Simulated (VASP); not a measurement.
# Li2Se (Fm-3m) in VASP: further runs, part 2 of 2

VASP 6.6.1. The steps go on from the part before.

**3. Vibrations by perturbation theory, PBEsol**

INCAR

```
SYSTEM = Li2Se
PREC     = Accurate       ! precision mode
ENCUT    = 750            ! plane-wave cutoff, eV
EDIFF    = 1E-8           ! SCF threshold, eV
ISMEAR   = 0              ! smearing method
SIGMA    = 0.05           ! smearing width, eV
LREAL    = .False.        ! projectors in reciprocal space
LASPH    = .True.         ! aspherical terms in the spheres
NELM     = 120            ! most SCF steps
ALGO     = Normal         ! electronic algorithm
ISIF     = 2              ! what is computed and relaxed
LWAVE    = .False.        ! write WAVECAR
LCHARG   = .True.         ! write CHGCAR
GGA      = PS             ! functional
NBANDS   = 13             ! bands
IBRION   = 8              ! ionic algorithm
NSW      = 1              ! ionic steps
GGA_COMPAT= .False.
```

KPOINTS

```
regular mesh
0
Gamma
  8 8 8
  0 0 0
```

POSCAR

```
Li2Se
1.0
    0.0000000000      2.9730331330      2.9730331330
    2.9730331330      0.0000000000      2.9730331330
    2.9730331330      2.9730331330      0.0000000000
Li Se
2 1
Direct
    0.2500000000      0.2500000000      0.2500000000
    0.7500000000      0.7500000000      0.7500000000
    0.0000000000      0.0000000000      0.0000000000
```

Potentials or basis: VASP PAW PBE potentials, release 64 (Li_sv, Se).

On the command line:

```bash
cat potpaw_PBE.64/Li_sv/POTCAR potpaw_PBE.64/Se/POTCAR > POTCAR
mpirun -np 1 vasp_std > vasp.out
```

OUTCAR:

```text
SYSTEM = Li2Se
   PREC = Accurate
   ENCUT = 750
   EDIFF = 1E-8
   ISMEAR = 0
   LREAL = .False.
   LASPH = .True.
   NELM = 120
   ISIF = 2
   GGA = PS
   IBRION = 8
   NSW = 1

 ion  position               nearest neighbor table
   1  0.250  0.250  0.250-   3 2.57   3 2.57   3 2.57   3 2.57
   2  0.750  0.750  0.750-   3 2.57   3 2.57   3 2.57   3 2.57
   3  0.000  0.000  0.000-   1 2.57   2 2.57   2 2.57   2 2.57   2 2.57   1 2.57   1 2.57   1 2.57

  LATTYP: Found a face centered cubic cell.
 ALAT       =     5.9460662660

  Lattice vectors:

 A1 = (   0.0000000000,   2.9730331330,   2.9730331330)
 A2 = (   2.9730331330,   0.0000000000,   2.9730331330)
 A3 = (   2.9730331330,   2.9730331330,   0.0000000000)

Analysis of symmetry for initial positions (statically):
[... 626 lines left out ...]
  x     0.00000     0.00000     0.00000     0.00000     0.00000     0.00000
  y     0.00000     0.00000     0.00000     0.00000     0.00000     0.00000
  z     0.00000     0.00000     0.00000     0.00000     0.00000     0.00000

 SECOND DERIVATIVES (NOT SYMMETRIZED)
 ------------------------------------
               1X          1Y          1Z          2X          2Y          2Z          3X          3Y          3Z
  1X    -2.518012    0.000000    0.000000    0.726047   -0.000000   -0.000000    1.791965    0.000000    0.000000
  1Y     0.000000   -2.518012    0.000000   -0.000000    0.726047    0.000000    0.000000    1.791965    0.000000
  1Z     0.000000    0.000000   -2.518012   -0.000000    0.000000    0.726047    0.000000    0.000000    1.791965
  2X     0.726047   -0.000000   -0.000000   -2.518012    0.000000    0.000000    1.791965    0.000000    0.000000
  2Y    -0.000000    0.726047    0.000000    0.000000   -2.518012    0.000000    0.000000    1.791965    0.000000
  2Z    -0.000000    0.000000    0.726047    0.000000    0.000000   -2.518012    0.000000    0.000000    1.791965
  3X     1.800194    0.000000    0.000000    1.800194    0.000000    0.000000   -3.600388    0.000000    0.000000
  3Y     0.000000    1.800194    0.000000    0.000000    1.800194    0.000000    0.000000   -3.600388    0.000000
  3Z     0.000000    0.000000    1.800194    0.000000    0.000000    1.800194    0.000000    0.000000   -3.600388

 Eigenvectors and eigenvalues of the dynamical matrix
 ----------------------------------------------------

   1 f  =   10.634965 THz    66.821454 2PiTHz  354.744238 cm-1    43.982660 meV
             X         Y         Z           dx          dy          dz
      1.486517  1.486517  1.486517     0.583731    0.399072   -0.000000
      4.459550  4.459550  4.459550    -0.583731   -0.399072    0.000000
      0.000000  0.000000  0.000000     0.000000    0.000000    0.000000
[... 43 lines left out ...]
   9 f/i=    0.007044 THz     0.044261 2PiTHz    0.234975 cm-1     0.029133 meV
             X         Y         Z           dx          dy          dz
      1.486517  1.486517  1.486517     0.043623    0.271422    0.010669
      4.459550  4.459550  4.459550     0.043623    0.271422    0.010669
      0.000000  0.000000  0.000000     0.146073    0.908853    0.035726

--------------------------------------------------------------------------------------------------------

 ELASTIC MODULI CONTR FROM IONIC RELAXATION (kBar)
 Direction    XX          YY          ZZ          XY          YZ          ZX
 --------------------------------------------------------------------------------
 XX          -0.0000      0.0000      0.0000     -0.0000     -0.0000     -0.0000
 YY           0.0000     -0.0000     -0.0000     -0.0000      0.0000     -0.0000
 ZZ           0.0000     -0.0000     -0.0000     -0.0000      0.0000     -0.0000
 XY          -0.0000     -0.0000     -0.0000    -44.5001      0.0000      0.0000
 YZ          -0.0000      0.0000      0.0000      0.0000    -44.5001      0.0000
 ZX          -0.0000     -0.0000     -0.0000      0.0000      0.0000    -44.5001
 --------------------------------------------------------------------------------
```

stdout:

```text
POSCAR found type information on POSCAR LiSe
 POSCAR found :  2 types and       3 ions
 scaLAPACK will be used
 -----------------------------------------------------------------------------
|                                                                             |
|                                                                             |
|     You enforced a specific xc type in the INCAR file but a different       |
|     I HOPE YOU KNOW WHAT YOU ARE DOING!                                     |
|                                                                             |
 -----------------------------------------------------------------------------

 LDA part: xc-table for (Slater+PW92), standard interpolation
 POSCAR, INCAR and KPOINTS ok, starting setup
 FFT: planning ... GRIDC
 FFT: planning ... GRID_SOFT
 FFT: planning ... GRID
 WAVECAR not read
 entering main loop
 Linear response reoptimize wavefunctions to high precision
 Linear response DOF=           2
 Linear response progress:
 first order change of Fermi-energy   0.31836E-04
 force on displaced ion       1 direction 1 :  -2.518   0.000   0.000
 Linear response progress:
 first order change of Fermi-energy  -0.12767E+00
 force on displaced ion       3 direction 1 :  -3.600   0.000   0.000
 Linear response finished
```

It took 13 min on 1 thread of Oxide Virtual Turin-like, shared host; peak memory 0.43 GiB.

Results:

* Highest phonon frequency at Γ, LO-TO splitting left out: 355 cm⁻¹

Phonon frequencies in cm⁻¹ (negative: imaginary):
| q point | frequencies |
| --- | --- |
| (0.000, 0.000, 0.000) | 0 0 0 286 286 286 355 355 355 |

**4. Vibrations by perturbation theory, PBEsol**

INCAR

```
SYSTEM = Li2Se
ALGO = Normal
EDIFF = 1E-8
ENCUT = 750
GGA = PS
GGA_COMPAT = .False.
IBRION = 8
ISIF = 2
ISMEAR = 0
LASPH = .True.
LCHARG = .False.
LEPSILON = .True.
LREAL = .False.
LWAVE = .False.
NBANDS = 13
NELM = 120
NSW = 1
PREC = Accurate
SIGMA = 0.01
```

KPOINTS

```
k-points
0
Gamma
  10 10 10
  0 0 0
```

POSCAR is that of step 3.

Potentials or basis: VASP PAW PBE potentials, release 64 (Li_sv, Se).

On the command line:

```bash
cat potpaw_PBE.64/Li_sv/POTCAR potpaw_PBE.64/Se/POTCAR > POTCAR
mpirun -np 1 vasp_std > vasp.out
```

OUTCAR:

```text
SYSTEM = Li2Se
   EDIFF = 1E-8
   ENCUT = 750
   GGA = PS
   IBRION = 8
   ISIF = 2
   ISMEAR = 0
   LASPH = .True.
   LEPSILON = .True.
   LREAL = .False.
   NELM = 120
   NSW = 1
   PREC = Accurate

 ion  position               nearest neighbor table
   1  0.250  0.250  0.250-   3 2.57   3 2.57   3 2.57   3 2.57
   2  0.750  0.750  0.750-   3 2.57   3 2.57   3 2.57   3 2.57
   3  0.000  0.000  0.000-   1 2.57   2 2.57   2 2.57   2 2.57   2 2.57   1 2.57   1 2.57   1 2.57
[... 767 lines left out ...]
   9 f/i=    0.005494 THz     0.034518 2PiTHz    0.183251 cm-1     0.022720 meV
             X         Y         Z           dx          dy          dz
      1.486517  1.486517  1.486517     0.127806   -0.242838   -0.017799
      4.459550  4.459550  4.459550     0.127806   -0.242838   -0.017799
      0.000000  0.000000  0.000000     0.428175   -0.813552   -0.059629

--------------------------------------------------------------------------------------------------------

 MACROSCOPIC STATIC DIELECTRIC TENSOR IONIC CONTRIBUTION
 ------------------------------------------------------
           3.384087     0.000000    -0.000000
           0.000000     3.384087     0.000000
           0.000000     0.000000     3.384087
 ------------------------------------------------------

 ELASTIC MODULI CONTR FROM IONIC RELAXATION (kBar)
 Direction    XX          YY          ZZ          XY          YZ          ZX
 --------------------------------------------------------------------------------
 XX          -0.0000      0.0000      0.0000     -0.0000      0.0000     -0.0000
 YY           0.0000     -0.0000     -0.0000     -0.0000     -0.0000      0.0000
 ZZ           0.0000     -0.0000     -0.0000      0.0000     -0.0000     -0.0000
 XY          -0.0000     -0.0000      0.0000    -43.7700      0.0000      0.0000
 YZ           0.0000     -0.0000     -0.0000      0.0000    -43.7700      0.0000
 ZX          -0.0000      0.0000     -0.0000      0.0000      0.0000    -43.7700
 --------------------------------------------------------------------------------

 PIEZOELECTRIC TENSOR IONIC CONTR  for field in x, y, z        (C/m^2)
          XX          YY          ZZ          XY          YZ          ZX
  --------------------------------------------------------------------------------
  x    -0.00000     0.00000     0.00000    -0.00000     0.00000     0.00000
  y     0.00000    -0.00000     0.00000     0.00000     0.00000     0.00000
  z     0.00000     0.00000    -0.00000     0.00000     0.00000     0.00000
```

OSZICAR:

```text
N       E                     dE             d eps       ncg     rms          rms(c)
DAV:   1     0.519580971779E+02    0.51958E+02   -0.66604E+03  1222   0.117E+03
DAV:   2    -0.407342748556E+01   -0.56032E+02   -0.53164E+02  1466   0.220E+02
DAV:   3    -0.116104735555E+02   -0.75370E+01   -0.74944E+01  2310   0.491E+01
DAV:   4    -0.117628273312E+02   -0.15235E+00   -0.15230E+00  1585   0.974E+00
[... 266 lines left out ...]
RMM:  10    -0.868238502448E-01    0.36138E-06    0.20218E-06  6702   0.302E-04    0.415E-05
RMM:  11    -0.868238598202E-01   -0.95755E-08   -0.30866E-07  6917   0.143E-04    0.181E-06
RMM:  12    -0.868238946347E-01   -0.34814E-07    0.46851E-07  6933   0.752E-05    0.210E-06
RMM:  13    -0.868238664895E-01    0.28145E-07    0.85550E-08  6706   0.448E-05    0.588E-06
RMM:  14    -0.868238576486E-01    0.88409E-08    0.23967E-08  6607   0.300E-05    0.326E-07
 Linear response finished
```

stdout:

```text
POSCAR found type information on POSCAR LiSe
 POSCAR found :  2 types and       3 ions
 scaLAPACK will be used
 -----------------------------------------------------------------------------
|                                                                             |
|                                                                             |
|     You enforced a specific xc type in the INCAR file but a different       |
[... 39 lines left out ...]
 force on displaced ion       1 direction 1 :  -2.511   0.000   0.000
 Born effective charge ion    1 direction 1 :   0.939   0.000   0.000
 Linear response progress:
 first order change of Fermi-energy  -0.18735E-03
 force on displaced ion       3 direction 1 :  -3.601   0.000   0.000
 Born effective charge ion    3 direction 1 :  -1.880   0.000   0.000
 Born effective charges drift removed
 Linear response finished
```

Wall time 64 min (1 thread of Oxide Virtual Turin-like, shared host); peak memory 0.62 GiB.

What came out:

```
Electronic dielectric tensor (diagonal)                 : 4.43
Born charges (mean of the diagonal)                     : Li +0.94; Se -1.88 e
Highest phonon frequency at Γ, LO-TO splitting left out : 354 cm⁻¹
```

Phonon frequencies in cm⁻¹ (negative: imaginary):
```
              q point                    frequencies
(0.000, 0.000, 0.000)  0 0 0 286 286 286 354 354 354
```

Electronic dielectric tensor:
```
4.43 0.00 0.00
0.00 4.43 0.00
0.00 0.00 4.43
```

Born effective charge tensors (e):
atom 1, Li
```
0.94 0.00 0.00
0.00 0.94 0.00
0.00 0.00 0.94
```
atom 2, Li
```
0.94 0.00 0.00
0.00 0.94 0.00
0.00 0.00 0.94
```
atom 3, Se
```
-1.88  0.00  0.00
 0.00 -1.88  0.00
 0.00  0.00 -1.88
```
